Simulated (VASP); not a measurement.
# Ge (Fm-3m) in VASP: a series of runs, part 2 of 2

VASP 6.6.1. Earlier steps stand in the parts before.

## 3. Single point, PBE

The input, INCAR:

```
SYSTEM = Ge
PREC     = Accurate       ! precision mode
ENCUT    = 500            ! plane-wave cutoff, eV
EDIFF    = 1E-6           ! SCF threshold, eV
ISMEAR   = 1              ! smearing method
SIGMA    = 0.1            ! smearing width, eV
LREAL    = .False.        ! projectors in reciprocal space
LASPH    = .True.         ! aspherical terms in the spheres
NELM     = 120            ! most SCF steps
ALGO     = Normal         ! electronic algorithm
ISIF     = 2              ! what is computed and relaxed
LWAVE    = .False.        ! write WAVECAR
LCHARG   = .False.        ! write CHGCAR
GGA      = PE             ! functional
NBANDS   = 13             ! bands
GGA_COMPAT= .False.
```

The input, KPOINTS:

```
regular mesh
0
Gamma
  7 7 7
  0 0 0
```

The input, POSCAR:

```
Ge
1.0
    0.0000000000      2.1349084369      2.1349084369
    2.1349084369      0.0000000000      2.1349084369
    2.1349084369      2.1349084369      0.0000000000
Ge
1
Direct
    0.0000000000      0.0000000000      0.0000000000
```

Potentials or basis: VASP PAW PBE potentials, release 64 (Ge_d).

The run is started by

```console
cat potpaw_PBE.64/Ge_d/POTCAR > POTCAR
mpirun -np 1 vasp_std > vasp.out
```

OUTCAR:

```text
SYSTEM = Ge
   PREC = Accurate
   ENCUT = 500
   EDIFF = 1E-6
   ISMEAR = 1
   LREAL = .False.
   LASPH = .True.
   NELM = 120
   ISIF = 2
   GGA = PE

 ion  position               nearest neighbor table
   1  0.000  0.000  0.000-

  LATTYP: Found a face centered cubic cell.
 ALAT       =     4.2698168738

  Lattice vectors:

 A1 = (   0.0000000000,   2.1349084369,   2.1349084369)
 A2 = (   2.1349084369,   0.0000000000,   2.1349084369)
 A3 = (   2.1349084369,   2.1349084369,   0.0000000000)

Analysis of symmetry for initial positions (statically):
=====================================================================
 Subroutine PRICEL returns:
 Original cell was already a primitive cell.

 Routine SETGRP: Setting up the symmetry group for a
 face centered cubic supercell.

 Subroutine GETGRP returns: Found 48 space group operations
 (whereof 48 operations were pure point group operations)
 out of a pool of 48 trial point group operations.

The static configuration has the point symmetry O_h .

Analysis of symmetry for dynamics (positions and initial velocities):
=====================================================================
 Subroutine PRICEL returns:
 Original cell was already a primitive cell.

 Routine SETGRP: Setting up the symmetry group for a
 face centered cubic supercell.

 Subroutine GETGRP returns: Found 48 space group operations
 (whereof 48 operations were pure point group operations)
 out of a pool of 48 trial point group operations.

The dynamic configuration has the point symmetry O_h .

 Subroutine INISYM returns: Found 48 space group operations
 (whereof 48 operations are pure point group operations),
 and found     1 'primitive' translations

----------------------------------------------------------------------------------------

                                     Primitive cell

  volume of cell :      19.4611

  direct lattice vectors                    reciprocal lattice vectors
     0.000000000  2.134908437  2.134908437    -0.234202082  0.234202082  0.234202082
     2.134908437  0.000000000  2.134908437     0.234202082 -0.234202082  0.234202082
     2.134908437  2.134908437  0.000000000     0.234202082  0.234202082 -0.234202082

  length of vectors
     3.019216466  3.019216466  3.019216466     0.405649905  0.405649905  0.405649905

  position of ions in fractional coordinates (direct lattice)
     0.000000000  0.000000000  0.000000000

  ion indices of the primitive-cell ions
   primitive index   ion index
                 1           1

----------------------------------------------------------------------------------------

 KPOINTS: regular mesh

Automatic generation of k-mesh.
 Grid dimensions read from file:
 generate k-points for:    7    7    7

 Generating k-lattice:

  Cartesian coordinates                     Fractional coordinates (reciprocal lattice)
    -0.033457440  0.033457440  0.033457440     0.142857143  0.000000000  0.000000000
     0.033457440 -0.033457440  0.033457440     0.000000000  0.142857143  0.000000000
     0.033457440  0.033457440 -0.033457440     0.000000000  0.000000000  0.142857143

  Length of vectors
     0.057949986  0.057949986  0.057949986

  Shift w.r.t. Gamma in fractional coordinates (k-lattice)
     0.000000000  0.000000000  0.000000000

 Subroutine IBZKPT returns following result:
 ===========================================

 Found     20 irreducible k-points:

 Following reciprocal coordinates:
            Coordinates               Weight
  0.000000  0.000000  0.000000      1.000000
  0.142857  0.000000  0.000000      8.000000
  0.285714  0.000000  0.000000      8.000000
  0.428571  0.000000  0.000000      8.000000
  0.142857  0.142857  0.000000      6.000000
  0.285714  0.142857  0.000000     24.000000
[... 12 lines left out ...]
 -0.428571  0.428571  0.142857     24.000000
 -0.285714  0.428571  0.142857     24.000000
   k-points           NKPTS =     20   k-points in BZ     NKDIM =     20   number of bands    NBANDS=     13
   number of dos      NEDOS =    301   number of ions     NIONS =      1
   total plane-waves  NPLWV =  13824
   dimension x,y,z NGX =    24 NGY =   24 NGZ =   24
   dimension x,y,z NGXF=    48 NGYF=   48 NGZF=   48
   ions per type =               1
   NGX,Y,Z   is equivalent  to a cutoff of  13.22, 13.22, 13.22 a.u.
   NGXF,Y,Z  is equivalent  to a cutoff of  26.43, 26.43, 26.43 a.u.
 SYSTEM =  Ge
   PREC   = accura    normal or accurate (medium, high low for compatibility)
   ISTART =      0    job   : 0-new  1-cont  2-samecut
   ICHARG =      2    charge: 1-file 2-atom 10-const
   ISPIN  =      1    spin polarized calculation?
   LNONCOLLINEAR =      F non collinear calculations
   LSORBIT =      F    spin-orbit coupling
   LASPH  =      T    aspherical Exc in radial PAW
   ENCUT  =  500.0 eV  36.75 Ry    6.06 a.u.   5.50  5.50  5.50*2*pi/ulx,y,z
   NELM   =    120;   NELMIN=  2; NELMDL= -5     # of ELM steps
   EDIFF  = 0.1E-05   stopping-criterion for ELM
   LREAL  =      F    real-space projection
   EDIFFG = 0.1E-04   stopping-criterion for IOM
   NSW    =      0    number of steps for IOM
   IBRION =     -1    ionic relax: 0-MD 1-quasi-New 2-CG
   NFREE  =      0    steps in history (QN), initial steepest desc. (CG)
   ISIF   =      2    stress and relaxation
   ISYM   =      2    0-nonsym 1-usesym 2-fastsym
   POTIM  = 0.5000    time-step for ionic-motion
   TEBEG  =    0.0;   TEEND  =   0.0 temperature during run
   PSTRESS=    0.0 pullay stress
   NELECT =      14.0000    total number of electrons
   NUPDOWN=      -1.0000    fix difference up-down
   EMIN   =  10.00;   EMAX   =-10.00  energy-range for DOS
   EFERMI =   0.00;   METHOD = LEGACY
   ISMEAR =     1;   SIGMA  =   0.10  broadening in eV -4-tet -1-fermi 0-gaus
   EFERMI_NEDOS =   21; number of points for ismear=-14 and -15
   IALGO  =     38    algorithm
   IMIX   =      4    mixing-type and parameters
     AMIX     =   0.40;   BMIX     =  1.00
     AMIX_MAG =   1.60;   BMIX_MAG =  1.00
  volume/ion in A,a.u.               =      19.46       131.33
  Fermi-wavevector in a.u.,A,eV,Ry     =   1.466881  2.772003 29.276204  2.151740
  Thomas-Fermi vector in A             =   2.582566
   LORBIT       =      0    0 simple, 1 ext, 2 COOP (PROOUT), +10 PAW based schemes
   GGA     = PE    functional components
   LHFCALC =     F    Hartree Fock is set to
   AEXX    =    0.0000 exact exchange contribution
   IVDW    =     0    specifies the selected vdW correction
   LEPSILON=     F    determine dielectric tensor
   LRPA    =     F    only Hartree local field effects (RPA)
 non-spin polarized calculation
 Methfessel and Paxton  Order N= 1 SIGMA  =   0.10
  energy-cutoff  :      500.00
  volume of cell :       19.46
 maximum number of plane-waves:       531
 NGX is ok and might be reduce to    24
   NGX = 11   NGY = 11   NGZ = 11

 number of electron      14.0000012 magnetization

 Free energy of the ion-electron system (eV)
  ---------------------------------------------------
  ext. energy  EPLUGINS =         0.00000000
  ---------------------------------------------------
  free energy    TOTEN  =        -4.17308635 eV

  energy without entropy =       -4.17134058  energy(sigma->0) =       -4.17250443

 E-fermi :   6.7032     XC(G=0): -11.1437

 val. band max:        6.4916068508   @ k =  -0.4286   0.4286   0.0000
 cond. band min:       6.7184403618   @ k =  -0.4286   0.4286   0.1429
 fundamental gap:      0.2268335109
 Fermi energy:         6.7031521311

 k-point     1 :       0.0000    0.0000    0.0000
  band No.  band energies     occupation
      1     -18.2573      2.00000
      2     -18.2573      2.00000
      3     -18.2573      2.00000
      4     -18.2127      2.00000
      5     -18.2127      2.00000
      6      -6.4495      2.00000
      7      15.1649      0.00000
      8      15.1649      0.00000
      9      15.1649      0.00000
     10      20.3420      0.00000
     11      20.3420      0.00000
     12      20.3420      0.00000
     13      21.4261      0.00000
[... 289 lines left out ...]
 k-point    20 :      -0.2857    0.4286    0.1429
  band No.  band energies     occupation
      1     -18.2630      2.00000
      2     -18.2364      2.00000
      3     -18.2186      2.00000
      4     -18.1964      2.00000
      5     -18.1638      2.00000
      6       0.9398      2.00000
      7       4.0851      2.00000
      8       4.3970      2.00000
      9       7.8339     -0.00000
     10      17.3695      0.00000
     11      21.5706      0.00000
     12      23.4715      0.00000
     13      24.2091      0.00000

------------------------ aborting loop because EDIFF is reached ----------------------------------------

  FORCE on cell =-STRESS in cart. coord.  units (eV):
  Direction    XX          YY          ZZ          XY          YZ          ZX
  --------------------------------------------------------------------------------------
  -------------------------------------------------------------------------------------
  Total       -0.0167469     -0.0167469     -0.0167469      0.0000000      0.0000000     -0.0000000
  in kB       -1.3787264     -1.3787264     -1.3787264      0.0000000      0.0000000     -0.0000000
  external PRESSURE =      -1.3787264 kB  Pullay stress =       0.0000000 kB

 VOLUME and BASIS-vectors are now :
 -----------------------------------------------------------------------------
  energy-cutoff  :      500.00
  volume of cell :       19.46
      direct lattice vectors                 reciprocal lattice vectors
     0.000000000  2.134908437  2.134908437    -0.234202082  0.234202082  0.234202082
     2.134908437  0.000000000  2.134908437     0.234202082 -0.234202082  0.234202082
     2.134908437  2.134908437  0.000000000     0.234202082  0.234202082 -0.234202082

 POSITION                                       TOTAL-FORCE (eV/Angst)
 -----------------------------------------------------------------------------------
      0.00000      0.00000      0.00000        -0.000000     -0.000000     -0.000000
 -----------------------------------------------------------------------------------
    total drift:                               -0.000000     -0.000000      0.000000

  FREE ENERGIE OF THE ION-ELECTRON SYSTEM (eV)
  ---------------------------------------------------
  free  energy   TOTEN  =        -4.1730863499 eV

  energy  without entropy=       -4.1713405827  energy(sigma->0) =       -4.17250443
```

It took 3 s on 1 thread of AMD EPYC 9R45 (Zen 5), shared host; peak memory 0.1 GiB.

What came out:

- Free energy: -4.1731 eV
- Pressure: -0.1 GPa
- Band gap on the k mesh: zero (bands 7 and 8 overlap by 10.77 eV)

Caveat: the k points lie up to 0.36 Å⁻¹ apart, too coarse for converged energies and pressures of a metal.

## 4. Relaxation of volume and atoms at fixed shape, PBE

This run uses another cell than the first one, of 18.48 Å³/atom.

The input, INCAR:

```
SYSTEM = Ge
PREC     = Accurate       ! precision mode
ENCUT    = 500            ! plane-wave cutoff, eV
EDIFF    = 1E-7           ! SCF threshold, eV
ISMEAR   = 1              ! smearing method
SIGMA    = 0.1            ! smearing width, eV
LREAL    = .False.        ! projectors in reciprocal space
LASPH    = .True.         ! aspherical terms in the spheres
NELM     = 120            ! most SCF steps
ALGO     = Normal         ! electronic algorithm
ISIF     = 8              ! what is computed and relaxed
LWAVE    = .False.        ! write WAVECAR
LCHARG   = .False.        ! write CHGCAR
GGA      = PE             ! functional
IBRION   = 2              ! ionic algorithm
NSW      = 80             ! ionic steps
EDIFFG   = -0.01          ! ionic threshold
GGA_COMPAT= .False.      
NELMIN   = 4
```

The input, KPOINTS:

```
Automatic mesh
0
Gamma
  7 7 7
  0 0 0
```

The input, POSCAR:

```
Ge
1.0
    0.0000000000      2.0983605000      2.0983605000
    2.0983605000      0.0000000000      2.0983605000
    2.0983605000      2.0983605000      0.0000000000
Ge
1
Direct
    0.0000000000      0.0000000000      0.0000000000
```

The run is started by

```console
cat potpaw_PBE.64/Ge_d/POTCAR > POTCAR
mpirun -np 1 vasp_std > vasp.out
```

It took 7.1 s on 1 thread of AMD EPYC 9R45 (Zen 5), shared host; peak memory 0.11 GiB.

The run converged. Its results:

```yaml
Free_energy: -4.1721 eV
Relaxed_volume: 19.43 Å³/atom
Relaxed_cell: a = 3.017 Å, b = 3.017 Å, c = 3.017 Å, α = 60.00°, β = 60.00°, γ = 60.00°
Space_group_after_relaxing_to_0.1_Å: Fm-3m (No. 225)
Energy_gained_by_relaxing: 11.4 meV/atom
Ionic_steps: 3
Pressure_after_relaxing: 0.0 GPa
Band_gap_on_the_k_mesh: zero (bands 7 and 8 overlap by 10.79 eV)
```

The path:
| step | energy change (eV) | largest force (eV/Å) | pressure (GPa) | volume (Å³) |
| --- | --- | --- | --- | --- |
| 1 | 0.0000 | 0.0000 | 4.00 | 18.48 |
| 2 | -0.0103 | 0.0000 | -1.12 | 19.74 |
| 3 | -0.0114 | 0.0000 | -0.02 | 19.43 |

Final structure:
```
Ge
1.0
     0.00000    2.13369    2.13369
     2.13369    0.00000    2.13369
     2.13369    2.13369    0.00000
Ge
1
Cartesian
  0.0000 0.0000 0.0000
```

Levels at points of the mesh, in eV from the Fermi level:
| k point | band 5 | band 6 | band 7 | band 8 | band 9 | band 10 |
| --- | --- | --- | --- | --- | --- | --- |
| (0.00, 0.00, 0.00) | -24.91 | -13.17 | 8.48 | 8.48 | 8.48 | 13.65 |

Caveat: the k points lie up to 0.36 Å⁻¹ apart in the final cell, too coarse for converged energies and pressures of a metal.

## 5. Relaxation of volume and atoms at fixed shape, PBE

This run uses another cell than the first one, of 18.48 Å³/atom.

The input, INCAR:

```
PREC = Accurate
ENCUT = 500
EDIFF = 1E-7
ISMEAR = 1
SIGMA = 0.1
LREAL = F
LASPH = T
NELM = 120
ALGO = Normal
ISIF = 8
LWAVE = F
LCHARG = F
GGA = PE
IBRION = 2
NSW = 80
EDIFFG = -0.01
GGA_COMPAT = F
NELMIN = 4
```

The input, KPOINTS:

```
regular mesh
0
Gamma
  7 7 7
```

POSCAR is that of step 4.

The run is started by

```console
cat potpaw_PBE.64/Ge_d/POTCAR > POTCAR
mpirun -np 1 vasp_std > vasp.out
```

Wall time 7.3 s (1 thread of AMD EPYC 9R45 (Zen 5), shared host); peak memory 0.11 GiB.

The run converged. Its results:

```yaml
Free_energy: -4.1721 eV
Relaxed_volume: 19.43 Å³/atom
Relaxed_cell: a = 3.017 Å, b = 3.017 Å, c = 3.017 Å, α = 60.00°, β = 60.00°, γ = 60.00°
Space_group_after_relaxing_to_0.1_Å: Fm-3m (No. 225)
Energy_gained_by_relaxing: 11.4 meV/atom
Ionic_steps: 3
Pressure_after_relaxing: 0.0 GPa
Band_gap_on_the_k_mesh: zero (bands 7 and 8 overlap by 10.79 eV)
```

Step by step:
```tsv
step	energy change (eV)	largest force (eV/Å)	pressure (GPa)	volume (Å³)
1	0.0000	0.0000	4.00	18.48
2	-0.0103	0.0000	-1.12	19.74
3	-0.0114	0.0000	-0.02	19.43
```

Final structure:
```xyz
1
Lattice="0.0000 2.1337 2.1337 2.1337 0.0000 2.1337 2.1337 2.1337 0.0000" Properties=species:S:1:pos:R:3 pbc="T T T"
Ge    0.0000    0.0000    0.0000
```

Levels at points of the mesh, in eV from the Fermi level:
| k point | band 5 | band 6 | band 7 | band 8 | band 9 | band 10 |
| --- | --- | --- | --- | --- | --- | --- |
| (0.00, 0.00, 0.00) | -24.91 | -13.17 | 8.48 | 8.48 | 8.48 | 13.65 |

Caveat: the k points lie up to 0.36 Å⁻¹ apart in the final cell, too coarse for converged energies and pressures of a metal.
